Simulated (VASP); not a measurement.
# HgTe (F-43m) in VASP: further runs

HgTe is run at these levels: PBE, r2SCAN; tasks: single point.

Everything below comes from runs of VASP 6.6.1. Logs are shortened: lines on timing, memory, paths and dates and some standing lists are left out, and cuts for length are marked.

### 1 The cell of the first run

The structure is cubic, space group F-43m (No. 216). Conventional cell: a = 6.782 Å, b = 6.782 Å, c = 6.782 Å, α = 90.00°, β = 90.00°, γ = 90.00°. Hg (site symmetry -43m) has 4 Te at 2.94 Å within 3.9 Å. Within 3.9 Å of Te (site symmetry -43m) lie 4 Hg at 2.94 Å.

### 2 Single point, PBE (volume changed by +6%)

Contents of INCAR:

```
SYSTEM = HgTe
PREC = Accurate
ENCUT = 520
EDIFF = 1E-6
ISMEAR = -1
SIGMA = 0.02
LREAL = .False.
LASPH = .True.
NELM = 100
ALGO = Normal
ISIF = 2
LWAVE = .False.
LCHARG = .True.
GGA = PE
LELF = .True.
LVHAR = .True.
NBANDS = 16
```

Contents of KPOINTS:

```
regular mesh
0
Gamma
  6 6 6
  0 0 0
```

Contents of POSCAR:

```
HgTe
1.0
    0.0000000000      3.3912431616      3.3912431616
    3.3912431616      0.0000000000      3.3912431616
    3.3912431616      3.3912431616      0.0000000000
Hg Te
1 1
Direct
    0.0000000000      0.0000000000      0.0000000000
    0.2500000000      0.2500000000      0.2500000000
```

Potentials or basis: VASP PAW PBE potentials, release 64 (Hg, Te).

Started as:

```
$ cat potpaw_PBE.64/Hg/POTCAR potpaw_PBE.64/Te/POTCAR > POTCAR
$ mpirun -np 1 vasp_std > vasp.out
```

OUTCAR:

```text
SYSTEM = HgTe
   PREC = Accurate
   ENCUT = 520
   EDIFF = 1E-6
   ISMEAR = -1
   LREAL = .False.
   LASPH = .True.
   NELM = 100
   ISIF = 2
   GGA = PE

 ion  position               nearest neighbor table
   1  0.000  0.000  0.000-   2 2.94   2 2.94   2 2.94   2 2.94
   2  0.250  0.250  0.250-   1 2.94   1 2.94   1 2.94   1 2.94

  LATTYP: Found a face centered cubic cell.
 ALAT       =     6.7824863232

  Lattice vectors:

 A1 = (   0.0000000000,   3.3912431616,   3.3912431616)
 A2 = (   3.3912431616,   0.0000000000,   3.3912431616)
 A3 = (   3.3912431616,   3.3912431616,   0.0000000000)

Analysis of symmetry for initial positions (statically):
=====================================================================
 Subroutine PRICEL returns:
 Original cell was already a primitive cell.

 Routine SETGRP: Setting up the symmetry group for a
 face centered cubic supercell.

 Subroutine GETGRP returns: Found 24 space group operations
 (whereof 24 operations were pure point group operations)
 out of a pool of 48 trial point group operations.

The static configuration has the point symmetry T_d .

Analysis of symmetry for dynamics (positions and initial velocities):
=====================================================================
 Subroutine PRICEL returns:
 Original cell was already a primitive cell.

 Routine SETGRP: Setting up the symmetry group for a
 face centered cubic supercell.

 Subroutine GETGRP returns: Found 24 space group operations
 (whereof 24 operations were pure point group operations)
 out of a pool of 48 trial point group operations.

The dynamic configuration has the point symmetry T_d .

 Subroutine INISYM returns: Found 24 space group operations
 (whereof 24 operations are pure point group operations),
 and found     1 'primitive' translations

----------------------------------------------------------------------------------------

                                     Primitive cell

  volume of cell :      78.0022

  direct lattice vectors                    reciprocal lattice vectors
     0.000000000  3.391243162  3.391243162    -0.147438558  0.147438558  0.147438558
     3.391243162  0.000000000  3.391243162     0.147438558 -0.147438558  0.147438558
     3.391243162  3.391243162  0.000000000     0.147438558  0.147438558 -0.147438558

  length of vectors
     4.795942072  4.795942072  4.795942072     0.255371073  0.255371073  0.255371073

  position of ions in fractional coordinates (direct lattice)
     0.000000000  0.000000000  0.000000000
     0.250000000  0.250000000  0.250000000

  ion indices of the primitive-cell ions
   primitive index   ion index
                 1           1
                 2           2

----------------------------------------------------------------------------------------

 KPOINTS: regular mesh

Automatic generation of k-mesh.
 Grid dimensions read from file:
 generate k-points for:    6    6    6

 Generating k-lattice:

  Cartesian coordinates                     Fractional coordinates (reciprocal lattice)
    -0.024573093  0.024573093  0.024573093     0.166666667  0.000000000  0.000000000
     0.024573093 -0.024573093  0.024573093     0.000000000  0.166666667  0.000000000
     0.024573093  0.024573093 -0.024573093     0.000000000  0.000000000  0.166666667

  Length of vectors
     0.042561845  0.042561845  0.042561845

  Shift w.r.t. Gamma in fractional coordinates (k-lattice)
     0.000000000  0.000000000  0.000000000

 Subroutine IBZKPT returns following result:
 ===========================================

 Found     16 irreducible k-points:

 Following reciprocal coordinates:
            Coordinates               Weight
  0.000000  0.000000  0.000000      1.000000
  0.166667  0.000000  0.000000      8.000000
  0.333333  0.000000  0.000000      8.000000
  0.500000  0.000000  0.000000      4.000000
  0.166667  0.166667  0.000000      6.000000
  0.333333  0.166667  0.000000     24.000000
[... 8 lines left out ...]
 -0.333333  0.333333  0.166667     24.000000
 -0.333333  0.500000  0.166667     12.000000
   k-points           NKPTS =     16   k-points in BZ     NKDIM =     16   number of bands    NBANDS=     16
   number of dos      NEDOS =    301   number of ions     NIONS =      2
   total plane-waves  NPLWV =  46656
   dimension x,y,z NGX =    36 NGY =   36 NGZ =   36
   dimension x,y,z NGXF=    72 NGYF=   72 NGZF=   72
   ions per type =               1   1
   NGX,Y,Z   is equivalent  to a cutoff of  12.48, 12.48, 12.48 a.u.
   NGXF,Y,Z  is equivalent  to a cutoff of  24.96, 24.96, 24.96 a.u.
 SYSTEM =  HgTe
   PREC   = accura    normal or accurate (medium, high low for compatibility)
   ISTART =      0    job   : 0-new  1-cont  2-samecut
   ICHARG =      2    charge: 1-file 2-atom 10-const
   ISPIN  =      1    spin polarized calculation?
   LNONCOLLINEAR =      F non collinear calculations
   LSORBIT =      F    spin-orbit coupling
   LASPH  =      T    aspherical Exc in radial PAW
   ENCUT  =  520.0 eV  38.22 Ry    6.18 a.u.   8.92  8.92  8.92*2*pi/ulx,y,z
   NELM   =    100;   NELMIN=  2; NELMDL= -5     # of ELM steps
   EDIFF  = 0.1E-05   stopping-criterion for ELM
   LREAL  =      F    real-space projection
   EDIFFG = 0.1E-04   stopping-criterion for IOM
   NSW    =      0    number of steps for IOM
   IBRION =     -1    ionic relax: 0-MD 1-quasi-New 2-CG
   NFREE  =      0    steps in history (QN), initial steepest desc. (CG)
   ISIF   =      2    stress and relaxation
   ISYM   =      2    0-nonsym 1-usesym 2-fastsym
   POTIM  = 0.5000    time-step for ionic-motion
   TEBEG  =    0.0;   TEEND  =   0.0 temperature during run
   PSTRESS=    0.0 pullay stress
   NELECT =      18.0000    total number of electrons
   NUPDOWN=      -1.0000    fix difference up-down
   EMIN   =  10.00;   EMAX   =-10.00  energy-range for DOS
   EFERMI =   0.00;   METHOD = LEGACY
   ISMEAR =    -1;   SIGMA  =   0.02  broadening in eV -4-tet -1-fermi 0-gaus
   EFERMI_NEDOS =   21; number of points for ismear=-14 and -15
   IALGO  =     38    algorithm
   IMIX   =      4    mixing-type and parameters
     AMIX     =   0.40;   BMIX     =  1.00
     AMIX_MAG =   1.60;   BMIX_MAG =  1.00
  volume/ion in A,a.u.               =      39.00       263.19
  Fermi-wavevector in a.u.,A,eV,Ry     =   1.004146  1.897560 13.718871  1.008309
  Thomas-Fermi vector in A             =   2.136743
   LORBIT       =      0    0 simple, 1 ext, 2 COOP (PROOUT), +10 PAW based schemes
   GGA     = PE    functional components
   LHFCALC =     F    Hartree Fock is set to
   AEXX    =    0.0000 exact exchange contribution
   IVDW    =     0    specifies the selected vdW correction
   LEPSILON=     F    determine dielectric tensor
   LRPA    =     F    only Hartree local field effects (RPA)
 non-spin polarized calculation
  energy-cutoff  :      520.00
  volume of cell :       78.00
 maximum number of plane-waves:      2126
   NGX = 17   NGY = 17   NGZ = 17

 number of electron      18.0000001 magnetization

 Free energy of the ion-electron system (eV)
  ---------------------------------------------------
  ext. energy  EPLUGINS =         0.00000000
  ---------------------------------------------------
  free energy    TOTEN  =        -3.61929603 eV

  energy without entropy =       -3.61894192  energy(sigma->0) =       -3.61911898

 E-fermi :   1.7120     XC(G=0):  -8.0967

 val. band max:        1.6981558397   @ k =   0.0000   0.0000   0.0000
 cond. band min:       2.3467111698   @ k =   0.1667   0.0000   0.0000
 fundamental gap:      0.6485553301
 Fermi energy:         1.7120256928

 k-point     1 :       0.0000    0.0000    0.0000
  band No.  band energies     occupation
      1      -9.3709      2.00000
      2      -4.9250      2.00000
      3      -4.9250      2.00000
      4      -4.9250      2.00000
      5      -4.5535      2.00000
      6      -4.5535      2.00000
[... 8 lines left out ...]
     15      11.0368      0.00000
     16      11.0368      0.00000

 k-point     2 :       0.1667    0.0000    0.0000
  band No.  band energies     occupation
      1      -9.2745      2.00000
      2      -4.8995      2.00000
      3      -4.8995      2.00000
      4      -4.8680      2.00000
      5      -4.5549      2.00000
      6      -4.5549      2.00000
[... 8 lines left out ...]
     15      10.2459      0.00000
     16      10.2459      0.00000

 k-point     3 :       0.3333    0.0000    0.0000
  band No.  band energies     occupation
      1      -9.0705      2.00000
      2      -4.8547      2.00000
      3      -4.8547      2.00000
      4      -4.6306      2.00000
      5      -4.5484      2.00000
      6      -4.5484      2.00000
[... 8 lines left out ...]
     15      10.4899      0.00000
     16      10.4899      0.00000

 k-point     4 :       0.5000    0.0000    0.0000
  band No.  band energies     occupation
      1      -8.9625      2.00000
      2      -4.8370      2.00000
      3      -4.8370      2.00000
      4      -4.5391      2.00000
      5      -4.5391      2.00000
      6      -4.3361      2.00000
[... 8 lines left out ...]
     15      11.5378      0.00000
     16      11.5378      0.00000
[... 172 lines left out ...]
 k-point    14 :       0.5000    0.3333    0.1667
  band No.  band energies     occupation
      1      -8.9310      2.00000
      2      -4.7967      2.00000
      3      -4.7818      2.00000
      4      -4.6351      2.00000
      5      -4.5355      2.00000
      6      -4.4207      2.00000
[... 8 lines left out ...]
     15      11.5750      0.00000
     16      12.3590      0.00000

 k-point    15 :      -0.3333    0.3333    0.1667
  band No.  band energies     occupation
      1      -8.8582      2.00000
      2      -4.7800      2.00000
      3      -4.7619      2.00000
      4      -4.5841      2.00000
      5      -4.5540      2.00000
      6      -4.2214      2.00000
[... 8 lines left out ...]
     15      11.7270      0.00000
     16      12.2603      0.00000

 k-point    16 :      -0.3333    0.5000    0.1667
  band No.  band energies     occupation
      1      -8.8221      2.00000
      2      -4.7541      2.00000
      3      -4.7288      2.00000
      4      -4.6276      2.00000
      5      -4.5379      2.00000
      6      -4.1693      2.00000
[... 8 lines left out ...]
     15      12.1678      0.00000
     16      12.3845      0.00000

------------------------ aborting loop because EDIFF is reached ----------------------------------------

  FORCE on cell =-STRESS in cart. coord.  units (eV):
  Direction    XX          YY          ZZ          XY          YZ          ZX
  --------------------------------------------------------------------------------------
  -------------------------------------------------------------------------------------
  Total       -0.8032709     -0.8032709     -0.8032709     -0.0000000      0.0000000     -0.0000000
  in kB      -16.4993124    -16.4993124    -16.4993124     -0.0000000      0.0000000     -0.0000000
  external PRESSURE =     -16.4993124 kB  Pullay stress =       0.0000000 kB

 VOLUME and BASIS-vectors are now :
 -----------------------------------------------------------------------------
  energy-cutoff  :      520.00
  volume of cell :       78.00
      direct lattice vectors                 reciprocal lattice vectors
     0.000000000  3.391243162  3.391243162    -0.147438558  0.147438558  0.147438558
     3.391243162  0.000000000  3.391243162     0.147438558 -0.147438558  0.147438558
     3.391243162  3.391243162  0.000000000     0.147438558  0.147438558 -0.147438558

 POSITION                                       TOTAL-FORCE (eV/Angst)
 -----------------------------------------------------------------------------------
      0.00000      0.00000      0.00000         0.000000      0.000000      0.000000
      1.69562      1.69562      1.69562        -0.000000     -0.000000     -0.000000
 -----------------------------------------------------------------------------------
    total drift:                               -0.000000     -0.000000     -0.000000

  FREE ENERGIE OF THE ION-ELECTRON SYSTEM (eV)
  ---------------------------------------------------
  free  energy   TOTEN  =        -3.6192960339 eV

  energy  without entropy=       -3.6189419245  energy(sigma->0) =       -3.61911898
```

Run time: 32 s. Hardware: 1 thread of Intel Xeon Platinum 8488C (Sapphire Rapids), shared host; peak memory 0.21 GiB.

Results:

```
Free energy            : -3.6193 eV
Pressure               : -1.6 GPa
Band gap on the k mesh : zero (filled and empty bands touch)
```

Caveat: spin-orbit coupling is left out, which moves the levels of the heavy elements.

### 3 Single point, r2SCAN (volume changed by -6%)

Contents of POSCAR:

```
HgTe
1.0
    0.0000000000      3.2220133803      3.2220133803
    3.2220133803      0.0000000000      3.2220133803
    3.2220133803      3.2220133803      0.0000000000
Hg Te
1 1
Direct
    0.0000000000      0.0000000000      0.0000000000
    0.2500000000      0.2500000000      0.2500000000
```

Contents of INCAR.step1:

```
SYSTEM = HgTe
PREC = Accurate
ENCUT = 520
ISMEAR = -1
SIGMA = 0.02
LREAL = .FALSE.
LASPH = .TRUE.
NELM = 60
NBANDS = 16
GGA = PE
ALGO = Normal
EDIFF = 1E-4
LWAVE = .TRUE.
LCHARG = .FALSE.
```

Contents of INCAR.step2:

```
SYSTEM = HgTe
PREC = Accurate
ENCUT = 520
EDIFF = 1E-7
ISMEAR = -1
SIGMA = 0.02
LREAL = .FALSE.
LASPH = .TRUE.
NELM = 60
ALGO = Normal
ISIF = 2
LWAVE = .FALSE.
LCHARG = .TRUE.
METAGGA = R2SCAN
LMIXTAU = .TRUE.
LELF = .TRUE.
LVHAR = .TRUE.
NBANDS = 16
ISTART = 1
```

Contents of KPOINTS:

```
Automatic mesh
0
G
  6 6 6
  0 0 0
```

Potentials or basis: VASP PAW PBE potentials, release 64 (Hg, Te).

Started as:

```
$ cat potpaw_PBE.64/Hg/POTCAR potpaw_PBE.64/Te/POTCAR > POTCAR
$ cp INCAR.step1 INCAR
$ mpirun -np 1 vasp_std > vasp.out
$ cp INCAR.step2 INCAR
$ mpirun -np 1 vasp_std > vasp.out
```

OUTCAR:

```text
SYSTEM = HgTe
   PREC = Accurate
   ENCUT = 520
   EDIFF = 1E-7
   ISMEAR = -1
   LREAL = .FALSE.
   LASPH = .TRUE.
   NELM = 60
   ISIF = 2
   METAGGA = R2SCAN
   ISTART = 1

 ion  position               nearest neighbor table
   1  0.000  0.000  0.000-   2 2.79   2 2.79   2 2.79   2 2.79
   2  0.250  0.250  0.250-   1 2.79   1 2.79   1 2.79   1 2.79

  LATTYP: Found a face centered cubic cell.
 ALAT       =     6.4440267606

  Lattice vectors:

 A1 = (   0.0000000000,   3.2220133803,   3.2220133803)
 A2 = (   3.2220133803,   0.0000000000,   3.2220133803)
 A3 = (   3.2220133803,   3.2220133803,   0.0000000000)

Analysis of symmetry for initial positions (statically):
=====================================================================
 Subroutine PRICEL returns:
 Original cell was already a primitive cell.

 Routine SETGRP: Setting up the symmetry group for a
 face centered cubic supercell.

 Subroutine GETGRP returns: Found 24 space group operations
 (whereof 24 operations were pure point group operations)
 out of a pool of 48 trial point group operations.

The static configuration has the point symmetry T_d .

[... 150 lines left out ...]

 E-fermi :   2.9884     XC(G=0):  -9.3611

 val. band max:        2.9745075844   @ k =   0.0000   0.0000   0.0000
 cond. band min:       3.9280222946   @ k =   0.5000   0.0000   0.0000
 fundamental gap:      0.9535147101
 Fermi energy:         2.9883704873

 k-point     1 :       0.0000    0.0000    0.0000
  band No.  band energies     occupation
      1      -9.5058      2.00000
      2      -4.7295      2.00000
      3      -4.7295      2.00000
      4      -4.7295      2.00000
      5      -4.1437      2.00000
      6      -4.1437      2.00000
[... 281 lines left out ...]
      3      -4.4166      2.00000
      4      -4.2779      2.00000
      5      -4.1255      2.00000
      6      -3.5121      2.00000
[... 8 lines left out ...]
     15      14.4293      0.00000
     16      14.7413      0.00000

------------------------ aborting loop because EDIFF is reached ----------------------------------------

  FORCE on cell =-STRESS in cart. coord.  units (eV):
  Direction    XX          YY          ZZ          XY          YZ          ZX
  --------------------------------------------------------------------------------------
  -------------------------------------------------------------------------------------
  Total        1.2202686      1.2202686      1.2202686     -0.0000000      0.0000000      0.0000000
  in kB       29.2249644     29.2249644     29.2249644     -0.0000000      0.0000000      0.0000000
  external PRESSURE =      29.2249644 kB  Pullay stress =       0.0000000 kB

 VOLUME and BASIS-vectors are now :
 -----------------------------------------------------------------------------
  energy-cutoff  :      520.00
  volume of cell :       66.90
      direct lattice vectors                 reciprocal lattice vectors
     0.000000000  3.222013380  3.222013380    -0.155182472  0.155182472  0.155182472
     3.222013380  0.000000000  3.222013380     0.155182472 -0.155182472  0.155182472
     3.222013380  3.222013380  0.000000000     0.155182472  0.155182472 -0.155182472

 POSITION                                       TOTAL-FORCE (eV/Angst)
 -----------------------------------------------------------------------------------
      0.00000      0.00000      0.00000        -0.000000     -0.000000     -0.000000
      1.61101      1.61101      1.61101         0.000000      0.000000      0.000000
 -----------------------------------------------------------------------------------
    total drift:                                0.000000      0.000000     -0.000000

  FREE ENERGIE OF THE ION-ELECTRON SYSTEM (eV)
  ---------------------------------------------------
  free  energy   TOTEN  =       -75.1164334379 eV

  energy  without entropy=      -75.1160798133  energy(sigma->0) =      -75.11625663
```

Wall time 1.8 min (1 thread of Intel Xeon Platinum 8488C (Sapphire Rapids), shared host); peak memory 0.22 GiB.

Results:

| Item | Value |
| --- | --- |
| Free energy | -75.1164 eV |
| Pressure | 2.9 GPa |
| Band gap on the k mesh | zero (filled and empty bands touch) |

Caveat: the PAW data sets were made with another functional, which shifts forces and pressure a little; spin-orbit coupling is left out, which moves the levels of the heavy elements.

### 4 Single point, r2SCAN (volume changed by -3%)

Contents of POSCAR:

```
HgTe
1.0
    0.0000000000      3.2559318032      3.2559318032
    3.2559318032      0.0000000000      3.2559318032
    3.2559318032      3.2559318032      0.0000000000
Hg Te
1 1
Direct
    0.0000000000      0.0000000000      0.0000000000
    0.2500000000      0.2500000000      0.2500000000
```

Contents of INCAR.step1:

```
SYSTEM = HgTe
PREC = Accurate ; ENCUT = 520
ISMEAR = -1 ; SIGMA = 0.02
LREAL = .False. ; LASPH = .True.
NELM = 80 ; NBANDS = 16
GGA = PE ; ALGO = Normal
EDIFF = 1E-4 ; LWAVE = .True.
LCHARG = .False.
```

Contents of INCAR.step2:

```
SYSTEM = HgTe
PREC = Accurate ; ENCUT = 520
EDIFF = 1E-7 ; ISMEAR = -1
SIGMA = 0.02 ; LREAL = .False.
LASPH = .True. ; NELM = 80
ALGO = Normal ; ISIF = 2
LWAVE = .False. ; LCHARG = .False.
METAGGA = R2SCAN ; LMIXTAU = .True.
NBANDS = 16 ; ISTART = 1
```

Contents of KPOINTS:

```
Automatic mesh
0
Gamma
  6 6 6
  0 0 0
```

Started as:

```
$ cat potpaw_PBE.64/Hg/POTCAR potpaw_PBE.64/Te/POTCAR > POTCAR
$ cp INCAR.step1 INCAR
$ mpirun -np 1 vasp_std > vasp.out
$ cp INCAR.step2 INCAR
$ mpirun -np 1 vasp_std > vasp.out
```

Wall time 2.1 min (1 thread of Intel Xeon Platinum 8488C (Sapphire Rapids), shared host); peak memory 0.22 GiB.

It converged, with:

| Item | Value |
| --- | --- |
| Free energy | -75.1449 eV |
| Pressure | 1.3 GPa |
| Band gap on the k mesh | zero (filled and empty bands touch) |

Levels at points of the mesh, in eV from the Fermi level:
```csv
k point,band 6,band 7,band 8,band 9,band 10,band 11,band 12,band 13
"(0.00, 0.00, 0.00)",-6.98,-0.49,-0.01,-0.01,-0.01,4.59,4.59,4.59
"(0.50, 0.00, 0.00)",-6.68,-5.51,-0.99,-0.99,0.93,5.38,5.38,7.15
"(0.50, 0.50, 0.00)",-6.52,-5.48,-2.27,-2.27,2.08,2.77,8.61,9.34
```

Caveat: the PAW data sets were made with another functional, which shifts forces and pressure a little; spin-orbit coupling is left out, which moves the levels of the heavy elements.

[end of part 1 of 2]
